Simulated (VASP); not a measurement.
# Si4O7 (a cell with a defect) in VASP: a series of runs

The runs below take Si4O7 (a cell with a defect) through single point, with LDA.

Program: VASP 6.6.1. These are calculated values, not measurements. Logs are shortened: lines on timing, memory, paths and dates and some standing lists are left out, and cuts for length are marked.

### 1 The cell of the first run

The cell holds a defect, 11 atoms: a = 4.934 Å, b = 4.934 Å, c = 4.934 Å, α = 106.91°, β = 106.91°, γ = 114.72°.

### 2 Single point, LDA

Input file INCAR:

```
SYSTEM = Si4O7
  PREC = Accurate
  ENCUT = 520
  EDIFF = 1E-7
  ISMEAR = 0
  SIGMA = 0.05
  LREAL = .False.
  LASPH = .True.
  NELM = 60
  ALGO = Normal
  ISIF = 2
  LWAVE = .False.
  LCHARG = .False.
  NBANDS = 40
```

Input file KPOINTS:

```
regular mesh
0
Gamma
  6 6 6
  0 0 0
```

Input file POSCAR:

```
Si4O7
1.0
    0.0000000000      4.1548619959     -2.6614337333
    0.0000000000     -4.1548619959     -2.6614337333
   -4.1548619959      0.0000000000      2.6614337333
Si O
4 7
Direct
    0.2500000000      0.7500000000      0.5000000000
    0.7500000000      0.2500000000      0.5000000000
    0.0000000000      0.0000000000      1.0000000000
    0.5000000000      0.5000000000      1.0000000000
    1.0000000000      0.3055647994      0.3055647994
    0.5555647994      0.7500000000      0.8055647994
    0.0555647994      0.2500000000      0.8055647994
    0.0000000000      0.6944352006      0.6944352006
    0.5000000000      0.1944352006      0.6944352006
    0.9444352006      0.7500000000      0.1944352006
    0.4444352006      0.2500000000      0.1944352006
```

Potentials or basis: VASP PAW LDA potentials, release 64 (Si, O).

The run is started by

```sh
$ cat potpaw_LDA.64/Si/POTCAR potpaw_LDA.64/O/POTCAR > POTCAR
$ mpirun -np 1 vasp_std > vasp.out
```

OUTCAR:

```text
SYSTEM = Si4O7
   PREC = Accurate
   ENCUT = 520
   EDIFF = 1E-7
   ISMEAR = 0
   LREAL = .False.
   LASPH = .True.
   NELM = 60
   ISIF = 2

 ion  position               nearest neighbor table
   1  0.250  0.750  0.500-   5 1.75   8 1.75   9 1.75   6 1.80  10 1.80   2 2.66   2 2.66
   2  0.750  0.250  0.500-   5 1.75   8 1.75   9 1.75   7 1.80  11 1.80   1 2.66   1 2.66
   3  0.000  0.000  0.000-   6 1.75   7 1.75  10 1.75  11 1.75   5 1.80   8 1.80   4 2.66   4 2.66

   4  0.500  0.500  0.000-   6 1.75   7 1.75  10 1.75  11 1.75   9 1.80   3 2.66   3 2.66
   5  0.000  0.306  0.306-   1 1.75   2 1.75   3 1.80
   6  0.556  0.750  0.806-   3 1.75   4 1.75   1 1.80
   7  0.056  0.250  0.806-   3 1.75   4 1.75   2 1.80
   8  0.000  0.694  0.694-   1 1.75   2 1.75   3 1.80
   9  0.500  0.194  0.694-   1 1.75   2 1.75   4 1.80
  10  0.944  0.750  0.194-   3 1.75   4 1.75   1 1.80
  11  0.444  0.250  0.194-   3 1.75   4 1.75   2 1.80

  LATTYP: Found a body centered tetragonal cell.
 ALAT       =     5.8758621844
 C/A-ratio  =     0.9058870511

  Lattice vectors:

 A1 = (   0.0000000000,   4.1548619959,  -2.6614337333)
 A2 = (   0.0000000000,  -4.1548619959,  -2.6614337333)
 A3 = (  -4.1548619959,   0.0000000000,   2.6614337333)

Analysis of symmetry for initial positions (statically):
=====================================================================
 Subroutine PRICEL returns:
 Original cell was already a primitive cell.

 Routine SETGRP: Setting up the symmetry group for a
 body centered tetragonal supercell.

 Subroutine GETGRP returns: Found  4 space group operations
 (whereof  4 operations were pure point group operations)
 out of a pool of 16 trial point group operations.

The static configuration has the point symmetry C_2v.

Analysis of symmetry for dynamics (positions and initial velocities):
=====================================================================
 Subroutine PRICEL returns:
 Original cell was already a primitive cell.

 Routine SETGRP: Setting up the symmetry group for a
 body centered tetragonal supercell.

 Subroutine GETGRP returns: Found  4 space group operations
 (whereof  4 operations were pure point group operations)
 out of a pool of 16 trial point group operations.

The dynamic configuration has the point symmetry C_2v.

 Subroutine INISYM returns: Found  4 space group operations
 (whereof  4 operations are pure point group operations),
 and found     1 'primitive' translations

----------------------------------------------------------------------------------------

                                     Primitive cell

  volume of cell :      91.8880

  direct lattice vectors                    reciprocal lattice vectors
     0.000000000  4.154861996 -2.661433733    -0.120340940  0.120340940 -0.187868664
     0.000000000 -4.154861996 -2.661433733    -0.120340940 -0.120340940 -0.187868664
    -4.154861996  0.000000000  2.661433733    -0.240681881  0.000000000  0.000000000

  length of vectors
     4.934177512  4.934177512  4.934177512     0.253492641  0.253492641  0.240681881

  position of ions in fractional coordinates (direct lattice)
     0.250000000  0.750000000  0.500000000
     0.750000000  0.250000000  0.500000000
     0.000000000  0.000000000  0.000000000
     0.500000000  0.500000000  0.000000000
     0.000000000  0.305564799  0.305564799
     0.555564799  0.750000000  0.805564799
     0.055564799  0.250000000  0.805564799
     0.000000000  0.694435201  0.694435201
     0.500000000  0.194435201  0.694435201
     0.944435201  0.750000000  0.194435201
     0.444435201  0.250000000  0.194435201

  ion indices of the primitive-cell ions
   primitive index   ion index
                 1           1
                 2           2
                 3           3
                 4           4
                 5           5
                 6           6
                 7           7
                 8           8
                 9           9
                10          10
                11          11

----------------------------------------------------------------------------------------

 KPOINTS: regular mesh

Automatic generation of k-mesh.
 Grid dimensions read from file:
 generate k-points for:    6    6    6

 Generating k-lattice:

  Cartesian coordinates                     Fractional coordinates (reciprocal lattice)
    -0.020056823  0.020056823 -0.031311444     0.166666667 -0.000000000  0.000000000
    -0.020056823 -0.020056823 -0.031311444    -0.000000000  0.166666667  0.000000000
    -0.040113647  0.000000000  0.000000000     0.000000000  0.000000000  0.166666667

  Length of vectors
     0.042248773  0.042248773  0.040113647

  Shift w.r.t. Gamma in fractional coordinates (k-lattice)
     0.000000000  0.000000000  0.000000000

 Subroutine IBZKPT returns following result:
 ===========================================

 Found     46 irreducible k-points:

 Following reciprocal coordinates:
            Coordinates               Weight
  0.000000  0.000000  0.000000      1.000000
  0.166667  0.000000 -0.000000      4.000000
  0.166667  0.000000 -0.166667      4.000000
  0.333333  0.000000 -0.000000      4.000000
  0.333333  0.000000 -0.333333      4.000000
  0.500000  0.000000 -0.000000      2.000000
[... 16 lines left out ...]
 -0.333333 -0.166667 -0.333333      4.000000
 -0.166667  0.166667  0.166667      2.000000
 [... further k-points ...]
   k-points           NKPTS =     46   k-points in BZ     NKDIM =     46   number of bands    NBANDS=     40
   number of dos      NEDOS =    301   number of ions     NIONS =     11
   total plane-waves  NPLWV =  64000
   dimension x,y,z NGX =    40 NGY =   40 NGZ =   40
   dimension x,y,z NGXF=    80 NGYF=   80 NGZF=   80
   ions per type =               4   7
   NGX,Y,Z   is equivalent  to a cutoff of  13.48, 13.48, 13.48 a.u.
   NGXF,Y,Z  is equivalent  to a cutoff of  26.95, 26.95, 26.95 a.u.
 SYSTEM =  Si4O7
   PREC   = accura    normal or accurate (medium, high low for compatibility)
   ISTART =      0    job   : 0-new  1-cont  2-samecut
   ICHARG =      2    charge: 1-file 2-atom 10-const
   ISPIN  =      1    spin polarized calculation?
   LNONCOLLINEAR =      F non collinear calculations
   LSORBIT =      F    spin-orbit coupling
   LASPH  =      T    aspherical Exc in radial PAW
   ENCUT  =  520.0 eV  38.22 Ry    6.18 a.u.   9.17  9.17  9.17*2*pi/ulx,y,z
   NELM   =     60;   NELMIN=  2; NELMDL= -5     # of ELM steps
   EDIFF  = 0.1E-06   stopping-criterion for ELM
   LREAL  =      F    real-space projection
   EDIFFG = 0.1E-05   stopping-criterion for IOM
   NSW    =      0    number of steps for IOM
   IBRION =     -1    ionic relax: 0-MD 1-quasi-New 2-CG
   NFREE  =      0    steps in history (QN), initial steepest desc. (CG)
   ISIF   =      2    stress and relaxation
   ISYM   =      2    0-nonsym 1-usesym 2-fastsym
   POTIM  = 0.5000    time-step for ionic-motion
   TEBEG  =    0.0;   TEEND  =   0.0 temperature during run
   PSTRESS=    0.0 pullay stress
   NELECT =      58.0000    total number of electrons
   NUPDOWN=      -1.0000    fix difference up-down
   EMIN   =  10.00;   EMAX   =-10.00  energy-range for DOS
   EFERMI =   0.00;   METHOD = LEGACY
   ISMEAR =     0;   SIGMA  =   0.05  broadening in eV -4-tet -1-fermi 0-gaus
   EFERMI_NEDOS =   21; number of points for ismear=-14 and -15
   IALGO  =     38    algorithm
   IMIX   =      4    mixing-type and parameters
     AMIX     =   0.40;   BMIX     =  1.00
     AMIX_MAG =   1.60;   BMIX_MAG =  1.00
  volume/ion in A,a.u.               =       8.35        56.37
  Fermi-wavevector in a.u.,A,eV,Ry     =   1.404315  2.653771 26.832059  1.972101
  Thomas-Fermi vector in A             =   2.526889
   LORBIT       =      0    0 simple, 1 ext, 2 COOP (PROOUT), +10 PAW based schemes
   GGA     = CA    functional components
   LHFCALC =     F    Hartree Fock is set to
   AEXX    =    0.0000 exact exchange contribution
   IVDW    =     0    specifies the selected vdW correction
   LEPSILON=     F    determine dielectric tensor
   LRPA    =     F    only Hartree local field effects (RPA)
 non-spin polarized calculation
 Gauss-broadening in eV      SIGMA  =   0.05
  energy-cutoff  :      520.00
  volume of cell :       91.89
 maximum number of plane-waves:      2502
 NGX is ok and might be reduce to    40
   NGX = 19   NGY = 19   NGZ = 19

 number of electron      58.0000007 magnetization

 Free energy of the ion-electron system (eV)
  ---------------------------------------------------
  ext. energy  EPLUGINS =         0.00000000
  ---------------------------------------------------
  free energy    TOTEN  =       -91.45590339 eV

  energy without entropy =      -91.45590339  energy(sigma->0) =      -91.45590339

 E-fermi :   9.9287     XC(G=0): -12.3972

 val. band max:        9.6612032419   @ k =   0.5000   0.5000   0.5000
 cond. band min:      11.5597153194   @ k =   0.5000   0.0000   0.5000
 fundamental gap:      1.8985120775
 Fermi energy:         9.9286692778

 k-point     1 :       0.0000    0.0000    0.0000
  band No.  band energies     occupation
      1     -14.6446      2.00000
      2     -11.8469      2.00000
      3     -11.4929      2.00000
      4     -11.2189      2.00000
      5     -10.9915      2.00000
      6     -10.6670      2.00000
[... 32 lines left out ...]
     39      18.7354      0.00000
     40      18.9504      0.00000

 k-point     2 :       0.1667    0.0000   -0.0000
  band No.  band energies     occupation
      1     -14.4862      2.00000
      2     -11.9640      2.00000
      3     -11.6786      2.00000
      4     -11.4100      2.00000
      5     -10.9030      2.00000
      6     -10.6830      2.00000
[... 935 lines left out ...]
     39      19.1007      0.00000
     40      19.4796      0.00000

 k-point    24 :      -0.1667    0.1667    0.1667
  band No.  band energies     occupation
      1     -14.3847      2.00000
      2     -11.9378      2.00000
      3     -11.9317      2.00000
      4     -11.3192      2.00000
      5     -11.1606      2.00000
      6     -10.5621      2.00000
[... 32 lines left out ...]
     39      19.2216      0.00000
     40      19.6601      0.00000

 [... further k-points ...]
[... 5 lines left out ...]
  --------------------------------------------------------------------------------------
  -------------------------------------------------------------------------------------
  Total       -0.2347049     -0.2347049     -1.7240299     -1.7115180      0.0000000      0.0000000
  in kB       -4.0923598     -4.0923598    -30.0605213    -29.8423618      0.0000000      0.0000000
  external PRESSURE =     -12.7484136 kB  Pullay stress =       0.0000000 kB

 VOLUME and BASIS-vectors are now :
 -----------------------------------------------------------------------------
  energy-cutoff  :      520.00
  volume of cell :       91.89
      direct lattice vectors                 reciprocal lattice vectors
     0.000000000  4.154861996 -2.661433733    -0.120340940  0.120340940 -0.187868664
     0.000000000 -4.154861996 -2.661433733    -0.120340940 -0.120340940 -0.187868664
    -4.154861996  0.000000000  2.661433733    -0.240681881  0.000000000  0.000000000

 POSITION                                       TOTAL-FORCE (eV/Angst)
 -----------------------------------------------------------------------------------
     -2.07743     -2.07743     -1.33072         0.472590      0.472590     -1.298243
     -2.07743      2.07743     -1.33072         0.472590      0.472590      1.298243
      0.00000      0.00000      0.00000        -0.134588     -0.134588     -0.000000
      0.00000      0.00000     -2.66143        -0.199158     -0.199158     -0.000000
     -1.26958     -1.26958      0.00000         0.192800      0.192800     -0.000000
     -3.34701     -0.80785     -1.33072        -0.031383     -0.117449     -0.075445
     -3.34701     -0.80785      1.33072        -0.031383     -0.117449      0.075445
     -2.88528     -2.88528      0.00000        -0.084272     -0.084272     -0.000000
     -2.88528      1.26958      0.00000        -0.422296     -0.422296     -0.000000
     -0.80785      0.80785     -3.99215        -0.117449     -0.031383     -0.075445
     -0.80785      0.80785     -1.33072        -0.117449     -0.031383      0.075445
 -----------------------------------------------------------------------------------
    total drift:                               -0.000024     -0.000023     -0.000002

  FREE ENERGIE OF THE ION-ELECTRON SYSTEM (eV)
  ---------------------------------------------------
  free  energy   TOTEN  =       -91.4559033904 eV

  energy  without entropy=      -91.4559033904  energy(sigma->0) =      -91.45590339
```

Run time: 7.5 min. Hardware: 1 thread of AMD EPYC 7R13, shared host; peak memory 0.23 GiB.

What came out:

* Free energy: -91.4559 eV
* Pressure: -1.3 GPa
* Largest force: 1.460 eV/Å
* Band gap on the k mesh: 1.90 eV

Forces on the atoms (eV/Å):
```
Si   0.473  0.473 -1.298
Si   0.473  0.473  1.298
Si  -0.135 -0.135  0.000
Si  -0.199 -0.199  0.000
O    0.193  0.193  0.000
O   -0.031 -0.117 -0.075
O   -0.031 -0.117  0.075
O   -0.084 -0.084  0.000
O   -0.422 -0.422  0.000
O   -0.117 -0.031 -0.075
O   -0.117 -0.031  0.075
```

### 3 Single point, LDA (atom 9 moved -0.125 of the way to it and +0.000 Å across, host rigid)

Input file INCAR:

```
SYSTEM = Si4O7
PREC = Accurate
ENCUT = 520
EDIFF = 1E-6
ISMEAR = 0
SIGMA = 0.05
LREAL = .FALSE.
LASPH = .TRUE.
NELM = 60
ALGO = Normal
ISIF = 2
LWAVE = .FALSE.
LCHARG = .FALSE.
GGA = CA
NBANDS = 40
```

Input file KPOINTS:

```
Automatic mesh
0
G
  6 6 6
  0 0 0
```

POSCAR: that of step 2 with these lines changed.

```diff
@@ -16,3 +16,3 @@
     0.0000000000      0.6944352006      0.6944352006
-    0.5000000000      0.1944352006      0.6944352006
+    0.5000000000      0.2430440008      0.7430440008
     0.9444352006      0.7500000000      0.1944352006
```

Potentials or basis: VASP PAW LDA potentials, release 64 (Si, O).

The run is started by

```sh
$ cat potpaw_LDA.64/Si/POTCAR potpaw_LDA.64/O/POTCAR > POTCAR
$ mpirun -np 1 vasp_std > vasp.out
```

Wall time 1.9 min (1 thread of Intel Xeon 6975P-C (Granite Rapids), shared host); peak memory 0.25 GiB.

The run converged. Its results:

```
Free energy            : -90.2712 eV
Pressure               : 4.0 GPa
Largest force          : 10.565 eV/Å
Band gap on the k mesh : 2.11 eV
```

Forces in eV/Å, atoms in the order of the input:
```
Si  -0.513 -0.513 -1.833
Si  -0.513 -0.513  1.833
Si  -0.109 -0.109  0.000
Si  -3.280 -3.280  0.000
O    0.188  0.188  0.000
O   -0.360 -1.235 -0.728
O   -0.360 -1.235  0.728
O   -0.052 -0.052  0.000
O    7.470  7.470  0.000
O   -1.235 -0.360 -0.728
O   -1.235 -0.360  0.728
```

Stress tensor (GPa, compression positive):
```
 7.64  5.70  0.00
 5.70  7.64  0.00
 0.00  0.00 -3.33
```

Levels at points of the mesh, in eV from the valence-band top:
```
           k point  band 27  band 28  band 29  band 30  band 31  band 32
(0.00, 0.00, 0.00)    -2.51    -2.46    -1.32     3.87     4.17     5.10
(0.50, 0.00, 0.00)    -2.41    -2.02    -0.20     3.49     3.73     6.60
(0.50, 0.00, 0.50)    -2.66    -1.99    -0.60     2.11     4.33     6.86
(0.50, 0.50, 0.00)    -2.78    -2.18    -0.61     2.78     5.03     6.77
(0.50, 0.50, 0.50)    -3.60    -3.18    -0.03     2.90     4.25     6.50
```

Caveat: the cell differs from its parent crystal (atom 9 moved -0.125 of the way to it and +0.000 Å across, host rigid).
